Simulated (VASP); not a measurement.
# BN (F-43m) in VASP: further runs

BN is run at these levels: LDA, PBE, PBEsol; tasks: single point.

Everything below comes from runs of VASP 6.6.1. Logs are shortened: lines on timing, memory, paths and dates and some standing lists are left out, and cuts for length are marked.

**1. The cell of the first run**

It takes space group F-43m (No. 216, cubic). Conventional cell: a = 3.581 Å, b = 3.581 Å, c = 3.581 Å, α = 90.00°, β = 90.00°, γ = 90.00°. N (site symmetry -43m) has 4 B at 1.55 Å within 2.1 Å. B (site symmetry -43m) has 4 N at 1.55 Å within 2.1 Å.

**2. Single point, LDA**

INCAR reads:

```
SYSTEM = BN
  ALGO = Normal
  EDIFF = 1E-6
  ENCUT = 520
  ISIF = 2
  ISMEAR = -1
  LASPH = .TRUE.
  LCHARG = .FALSE.
  LREAL = .FALSE.
  LWAVE = .FALSE.
  NBANDS = 11
  NELM = 60
  PREC = Accurate
  SIGMA = 0.05
```

KPOINTS reads:

```
k-points
0
G
  13 13 13
  0 0 0
```

POSCAR reads:

```
BN
1.0
    0.0000000000      1.7902808579      1.7902808579
    1.7902808579      0.0000000000      1.7902808579
    1.7902808579      1.7902808579      0.0000000000
N B
1 1
Direct
    0.2500000000      0.2500000000      0.2500000000
    0.0000000000      0.0000000000      0.0000000000
```

Potentials or basis: VASP PAW LDA potentials, release 64 (N, B).

Launch:

```console
$ cat potpaw_LDA.64/N/POTCAR potpaw_LDA.64/B/POTCAR > POTCAR
$ mpirun -np 1 vasp_std > vasp.out
```

OUTCAR:

```text
SYSTEM = BN
   EDIFF = 1E-6
   ENCUT = 520
   ISIF = 2
   ISMEAR = -1
   LASPH = .TRUE.
   LREAL = .FALSE.
   NELM = 60
   PREC = Accurate

 ion  position               nearest neighbor table
   1  0.250  0.250  0.250-   2 1.55   2 1.55   2 1.55   2 1.55
   2  0.000  0.000  0.000-   1 1.55   1 1.55   1 1.55   1 1.55

  LATTYP: Found a face centered cubic cell.
 ALAT       =     3.5805617158

  Lattice vectors:

 A1 = (   0.0000000000,   1.7902808579,   1.7902808579)
 A2 = (   1.7902808579,   0.0000000000,   1.7902808579)
 A3 = (   1.7902808579,   1.7902808579,   0.0000000000)

Analysis of symmetry for initial positions (statically):
=====================================================================
 Subroutine PRICEL returns:
 Original cell was already a primitive cell.

 Routine SETGRP: Setting up the symmetry group for a
 face centered cubic supercell.

 Subroutine GETGRP returns: Found 24 space group operations
 (whereof 24 operations were pure point group operations)
 out of a pool of 48 trial point group operations.

The static configuration has the point symmetry T_d .

Analysis of symmetry for dynamics (positions and initial velocities):
=====================================================================
 Subroutine PRICEL returns:
 Original cell was already a primitive cell.

 Routine SETGRP: Setting up the symmetry group for a
 face centered cubic supercell.

 Subroutine GETGRP returns: Found 24 space group operations
 (whereof 24 operations were pure point group operations)
 out of a pool of 48 trial point group operations.

The dynamic configuration has the point symmetry T_d .

 Subroutine INISYM returns: Found 24 space group operations
 (whereof 24 operations are pure point group operations),
 and found     1 'primitive' translations

----------------------------------------------------------------------------------------

                                     Primitive cell

  volume of cell :      11.4761

  direct lattice vectors                    reciprocal lattice vectors
     0.000000000  1.790280858  1.790280858    -0.279285788  0.279285788  0.279285788
     1.790280858  0.000000000  1.790280858     0.279285788 -0.279285788  0.279285788
     1.790280858  1.790280858  0.000000000     0.279285788  0.279285788 -0.279285788

  length of vectors
     2.531839470  2.531839470  2.531839470     0.483737175  0.483737175  0.483737175

  position of ions in fractional coordinates (direct lattice)
     0.250000000  0.250000000  0.250000000
     0.000000000  0.000000000  0.000000000

  ion indices of the primitive-cell ions
   primitive index   ion index
                 1           1
                 2           2

----------------------------------------------------------------------------------------

 KPOINTS: k-points

Automatic generation of k-mesh.
 Grid dimensions read from file:
 generate k-points for:   13   13   13

 Generating k-lattice:

  Cartesian coordinates                     Fractional coordinates (reciprocal lattice)
    -0.021483522  0.021483522  0.021483522     0.076923077  0.000000000  0.000000000
     0.021483522 -0.021483522  0.021483522     0.000000000  0.076923077  0.000000000
     0.021483522  0.021483522 -0.021483522     0.000000000  0.000000000  0.076923077

  Length of vectors
     0.037210552  0.037210552  0.037210552

  Shift w.r.t. Gamma in fractional coordinates (k-lattice)
     0.000000000  0.000000000  0.000000000

 Subroutine IBZKPT returns following result:
 ===========================================

 Found     84 irreducible k-points:

 Following reciprocal coordinates:
            Coordinates               Weight
  0.000000  0.000000  0.000000      1.000000
  0.076923  0.000000  0.000000      8.000000
  0.153846  0.000000  0.000000      8.000000
  0.230769  0.000000  0.000000      8.000000
  0.307692  0.000000  0.000000      8.000000
  0.384615  0.000000  0.000000      8.000000
[... 16 lines left out ...]
  0.384615  0.153846  0.000000     24.000000
  0.461538  0.153846  0.000000     24.000000
 [... further k-points ...]
   k-points           NKPTS =     84   k-points in BZ     NKDIM =     84   number of bands    NBANDS=     11
   number of dos      NEDOS =    301   number of ions     NIONS =      2
   total plane-waves  NPLWV =   8000
   dimension x,y,z NGX =    20 NGY =   20 NGZ =   20
   dimension x,y,z NGXF=    40 NGYF=   40 NGZF=   40
   ions per type =               1   1
   NGX,Y,Z   is equivalent  to a cutoff of  13.13, 13.13, 13.13 a.u.
   NGXF,Y,Z  is equivalent  to a cutoff of  26.26, 26.26, 26.26 a.u.
 SYSTEM =  BN
   PREC   = accura    normal or accurate (medium, high low for compatibility)
   ISTART =      0    job   : 0-new  1-cont  2-samecut
   ICHARG =      2    charge: 1-file 2-atom 10-const
   ISPIN  =      1    spin polarized calculation?
   LNONCOLLINEAR =      F non collinear calculations
   LSORBIT =      F    spin-orbit coupling
   LASPH  =      T    aspherical Exc in radial PAW
   ENCUT  =  520.0 eV  38.22 Ry    6.18 a.u.   4.71  4.71  4.71*2*pi/ulx,y,z
   NELM   =     60;   NELMIN=  2; NELMDL= -5     # of ELM steps
   EDIFF  = 0.1E-05   stopping-criterion for ELM
   LREAL  =      F    real-space projection
   EDIFFG = 0.1E-04   stopping-criterion for IOM
   NSW    =      0    number of steps for IOM
   IBRION =     -1    ionic relax: 0-MD 1-quasi-New 2-CG
   NFREE  =      0    steps in history (QN), initial steepest desc. (CG)
   ISIF   =      2    stress and relaxation
   ISYM   =      2    0-nonsym 1-usesym 2-fastsym
   POTIM  = 0.5000    time-step for ionic-motion
   TEBEG  =    0.0;   TEEND  =   0.0 temperature during run
   PSTRESS=    0.0 pullay stress
   NELECT =       8.0000    total number of electrons
   NUPDOWN=      -1.0000    fix difference up-down
   EMIN   =  10.00;   EMAX   =-10.00  energy-range for DOS
   EFERMI =   0.00;   METHOD = LEGACY
   ISMEAR =    -1;   SIGMA  =   0.05  broadening in eV -4-tet -1-fermi 0-gaus
   EFERMI_NEDOS =   21; number of points for ismear=-14 and -15
   IALGO  =     38    algorithm
   IMIX   =      4    mixing-type and parameters
     AMIX     =   0.40;   BMIX     =  1.00
     AMIX_MAG =   1.60;   BMIX_MAG =  1.00
  volume/ion in A,a.u.               =       5.74        38.72
  Fermi-wavevector in a.u.,A,eV,Ry     =   1.451578  2.743084 28.668539  2.107078
  Thomas-Fermi vector in A             =   2.569059
   LORBIT       =      0    0 simple, 1 ext, 2 COOP (PROOUT), +10 PAW based schemes
   GGA     = CA    functional components
   LHFCALC =     F    Hartree Fock is set to
   AEXX    =    0.0000 exact exchange contribution
   IVDW    =     0    specifies the selected vdW correction
   LEPSILON=     F    determine dielectric tensor
   LRPA    =     F    only Hartree local field effects (RPA)
 non-spin polarized calculation
  energy-cutoff  :      520.00
  volume of cell :       11.48
 maximum number of plane-waves:       331
   NGX =  9   NGY =  9   NGZ =  9

 number of electron       7.9999999 magnetization

 Free energy of the ion-electron system (eV)
  ---------------------------------------------------
  ext. energy  EPLUGINS =         0.00000000
  ---------------------------------------------------
  free energy    TOTEN  =       -19.41378611 eV

  energy without entropy =      -19.41378611  energy(sigma->0) =      -19.41378611

 E-fermi :   8.7616     XC(G=0): -13.2434

 val. band max:        7.7523540676   @ k =   0.0000   0.0000   0.0000
 cond. band min:      12.2067553357   @ k =   0.4615   0.4615   0.0000
 fundamental gap:      4.4544012681
 Fermi energy:         8.7615980426

 k-point     1 :       0.0000    0.0000    0.0000
  band No.  band energies     occupation
      1     -12.6461      2.00000
      2       7.7524      2.00000
      3       7.7524      2.00000
      4       7.7524      2.00000
      5      16.5710      0.00000
      6      16.5710      0.00000
      7      16.5710      0.00000
      8      18.6621      0.00000
      9      32.7878      0.00000
     10      35.8957      0.00000
     11      35.8957      0.00000

 k-point     2 :       0.0769    0.0000    0.0000
  band No.  band energies     occupation
      1     -12.4981      2.00000
      2       6.9563      2.00000
      3       7.5907      2.00000
      4       7.5907      2.00000
      5      16.8079      0.00000
      6      16.8150      0.00000
      7      16.8150      0.00000
      8      19.1017      0.00000
      9      32.5081      0.00000
     10      33.6711      0.00000
     11      33.6711      0.00000

 k-point     3 :       0.1538    0.0000    0.0000
  band No.  band energies     occupation
      1     -12.0586      2.00000
      2       5.0660      2.00000
      3       7.1876      2.00000
      4       7.1876      2.00000
      5      17.2100      0.00000
      6      17.4007      0.00000
      7      17.4007      0.00000
      8      20.1922      0.00000
      9      31.8732      0.00000
     10      32.0834      0.00000
     11      32.0834      0.00000

 k-point     4 :       0.2308    0.0000    0.0000
  band No.  band energies     occupation
      1     -11.3424      2.00000
      2       2.7707      2.00000
      3       6.7023      2.00000
      4       6.7023      2.00000
      5      17.5920      0.00000
      6      18.0078      0.00000
      7      18.0078      0.00000
      8      21.3600      0.00000
      9      31.3039      0.00000
     10      31.4798      0.00000
     11      31.4798      0.00000
[... 239 lines left out ...]
 k-point    22 :       0.3077    0.1538    0.0000
  band No.  band energies     occupation
      1     -10.5513      2.00000
      2       2.1460      2.00000
      3       5.1089      2.00000
      4       5.5809      2.00000
      5      15.9692      0.00000
      6      19.9741      0.00000
      7      20.3041      0.00000
      8      20.7451      0.00000
      9      27.1953      0.00000
     10      34.4091      0.00000
     11      35.7365      0.00000

 k-point    23 :       0.3846    0.1538    0.0000
  band No.  band energies     occupation
      1      -9.5573      2.00000
      2       0.0568      2.00000
      3       4.8569      2.00000
      4       4.9963      2.00000
      5      16.3723      0.00000
      6      20.1644      0.00000
      7      20.4934      0.00000
      8      21.4806      0.00000
      9      28.0748      0.00000
     10      34.1922      0.00000
     11      36.0316      0.00000

 k-point    24 :       0.4615    0.1538    0.0000
  band No.  band energies     occupation
      1      -8.5075      2.00000
      2      -1.7290      2.00000
      3       4.4246      2.00000
      4       4.8248      2.00000
      5      16.6781      0.00000
      6      20.1879      0.00000
      7      20.3505      0.00000
      8      22.6093      0.00000
      9      28.6716      0.00000
     10      34.3007      0.00000
     11      36.0459      0.00000

 [... further k-points ...]

------------------------ aborting loop because EDIFF is reached ----------------------------------------

  FORCE on cell =-STRESS in cart. coord.  units (eV):
  Direction    XX          YY          ZZ          XY          YZ          ZX
  --------------------------------------------------------------------------------------
  -------------------------------------------------------------------------------------
  Total        0.0725771      0.0725771      0.0725771      0.0000000      0.0000000     -0.0000000
  in kB       10.1325074     10.1325074     10.1325074      0.0000000      0.0000000     -0.0000000
  external PRESSURE =      10.1325074 kB  Pullay stress =       0.0000000 kB

 VOLUME and BASIS-vectors are now :
 -----------------------------------------------------------------------------
  energy-cutoff  :      520.00
  volume of cell :       11.48
      direct lattice vectors                 reciprocal lattice vectors
     0.000000000  1.790280858  1.790280858    -0.279285788  0.279285788  0.279285788
     1.790280858  0.000000000  1.790280858     0.279285788 -0.279285788  0.279285788
     1.790280858  1.790280858  0.000000000     0.279285788  0.279285788 -0.279285788

 POSITION                                       TOTAL-FORCE (eV/Angst)
 -----------------------------------------------------------------------------------
      0.89514      0.89514      0.89514        -0.000000     -0.000000     -0.000000
      0.00000      0.00000      0.00000         0.000000      0.000000      0.000000
 -----------------------------------------------------------------------------------
    total drift:                               -0.000000     -0.000000     -0.000000

  FREE ENERGIE OF THE ION-ELECTRON SYSTEM (eV)
  ---------------------------------------------------
  free  energy   TOTEN  =       -19.4137861124 eV

  energy  without entropy=      -19.4137861124  energy(sigma->0) =      -19.41378611
```

Wall time 11 s (1 thread of AMD EPYC 7R13, shared host); peak memory 0.09 GiB.

Results:

```yaml
Free_energy: -19.4138 eV
Pressure: 1.0 GPa
Band_gap_on_the_k_mesh: 4.45 eV, indirect (least direct gap 8.82 eV)
```

A k mesh can miss the band edges. A hybrid or GW would open this gap; LDA tends to underestimate it.

**3. Single point, PBE**

This run uses another cell than the first one, of 5.95 Å³/atom, 1.037 times its volume.

INCAR reads:

```
SYSTEM = BN
PREC = Accurate
ENCUT = 520
EDIFF = 1E-6
ISMEAR = -1
SIGMA = 0.05
LREAL = .FALSE.
LASPH = .TRUE.
NELM = 80
ALGO = Normal
ISIF = 2
LWAVE = .FALSE.
LCHARG = .FALSE.
GGA = PE
NBANDS = 11
```

KPOINTS reads:

```
Automatic mesh
0
G
  13 13 13
  0 0 0
```

POSCAR reads:

```
BN
1.0
    0.0000000000      1.8123657124      1.8123657124
    1.8123657124      0.0000000000      1.8123657124
    1.8123657124      1.8123657124      0.0000000000
N B
1 1
Direct
    0.2500000000      0.2500000000      0.2500000000
    0.0000000000      0.0000000000      0.0000000000
```

Potentials or basis: VASP PAW PBE potentials, release 64 (N, B).

Launch:

```console
$ cat potpaw_PBE.64/N/POTCAR potpaw_PBE.64/B/POTCAR > POTCAR
$ mpirun -np 1 vasp_std > vasp.out
```

Run time: 11 s. Hardware: 1 thread of AMD EPYC 7R13, shared host; peak memory 0.09 GiB.

The run converged. Its results:

```
Free energy            : -17.4510 eV
Pressure               : 0.2 GPa
Band gap on the k mesh : 4.52 eV, indirect (least direct gap 8.78 eV)
```

Levels at points of the mesh, in eV from the valence-band top:
| k point | band 1 | band 2 | band 3 | band 4 | band 5 | band 6 | band 7 | band 8 |
| --- | --- | --- | --- | --- | --- | --- | --- | --- |
| (0.00, 0.00, 0.00) | -20.14 | 0.00 | 0.00 | 0.00 | 8.78 | 8.78 | 8.78 | 10.22 |

**4. Single point, PBEsol**

This run uses another cell than the first one, of 5.86 Å³/atom, 1.021 times its volume.

INCAR reads:

```
SYSTEM = BN
PREC = Accurate
ENCUT = 520
EDIFF = 1E-7
ISMEAR = -1
SIGMA = 0.05
LREAL = .FALSE.
LASPH = .TRUE.
NELM = 100
ALGO = Normal
ISIF = 2
LWAVE = .FALSE.
LCHARG = .TRUE.
GGA = PS
LELF = .TRUE.
LVHAR = .TRUE.
NBANDS = 11
```

KPOINTS is that of step 3.

POSCAR reads:

```
BN
1.0
    0.0000000000      1.8028515988      1.8028515988
    1.8028515988      0.0000000000      1.8028515988
    1.8028515988      1.8028515988      0.0000000000
N B
1 1
Direct
    0.2500000000      0.2500000000      0.2500000000
    0.0000000000      0.0000000000      0.0000000000
```

Launch:

```console
$ cat potpaw_PBE.64/N/POTCAR potpaw_PBE.64/B/POTCAR > POTCAR
$ mpirun -np 1 vasp_std > vasp.out
```

Wall time 14 s (1 thread of AMD EPYC 7R13, shared host); peak memory 0.09 GiB.

Results (log left out):

| Property | Result |
| --- | --- |
| Free energy | -18.3469 eV |
| Pressure | 0.6 GPa |
| Band gap on the k mesh | 4.36 eV, indirect (least direct gap 8.80 eV) |

Levels at points of the mesh, in eV from the valence-band top:
```csv
k point,band 2,band 3,band 4,band 5,band 6,band 7
"(0.00, 0.00, 0.00)",0.00,0.00,0.00,8.80,8.80,8.80
```

Caveat: the PAW data sets were made with another functional, which shifts forces and pressure a little.

(Continued in part 2 of 2.)
